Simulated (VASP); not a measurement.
# InO: single point with LDA

Slab: InO, a slab with vacuum.

```xyz
4
Lattice="3.3673 0.0000 0.0000 -1.6836 2.9161 0.0000 0.0000 0.0000 15.0832" Properties=species:S:1:pos:R:3 pbc="T T T"
In    1.6836    0.9720    8.8994
In    1.6836    0.9720    6.1838
O     0.0000    0.0000    9.6513
O     0.0000    0.0000    5.4320
```

This cell differs from its parent crystal: strain -0.025 along x and y, -0.050 along z.

```json
{
  "Program": "VASP 6.6.1",
  "Task": "single point",
  "Functional": "LDA",
  "Potentials or basis": "VASP PAW LDA potentials, release 64 (In_d, O)",
  "Cutoff": "520 eV",
  "k mesh": "12 × 12 × 2",
  "Occupations": "gaussian, width 0.03 eV",
  "Spin": "no spin polarisation",
  "Dipole correction": "no",
  "Further INCAR settings": "ALGO = Normal; EDIFF = 1e-06; NBANDS = 27"
}
```

```json
{
  "Largest force": "0.299 eV/Å",
  "Band gap on the k mesh": "0.47 eV, indirect (least direct gap 1.30 eV)"
}
```

Forces on the atoms (eV/Å):
```
In   0.000  0.000  0.080
In   0.000  0.000 -0.080
O    0.000  0.000  0.299
O    0.000  0.000 -0.299
```

Levels at points of the mesh, in eV from the valence-band top:
```tsv
k point	band 17	band 18	band 19	band 20	band 21	band 22
(0.00, 0.00, 0.00)	-1.78	-1.78	-0.84	0.47	3.47	6.36
(0.50, 0.00, 0.00)	-2.75	-2.12	-0.25	2.37	4.65	5.80
(0.00, 0.00, 0.50)	-1.78	-1.78	-0.84	0.47	3.47	6.12
(0.50, 0.00, 0.50)	-2.75	-2.12	-0.25	2.37	4.65	5.80
```

Wall time 3 min on 1 thread of Intel(R) Xeon(R) Platinum 8259CL CPU @ 2.50GHz (Skylake/Cascade Lake), with other jobs on the host, peak memory 0.3 GiB.

Caveat: the cell differs from its parent crystal (strain -0.025 along x and y, -0.050 along z); spin-orbit coupling is left out, which moves the levels of the heavy elements.
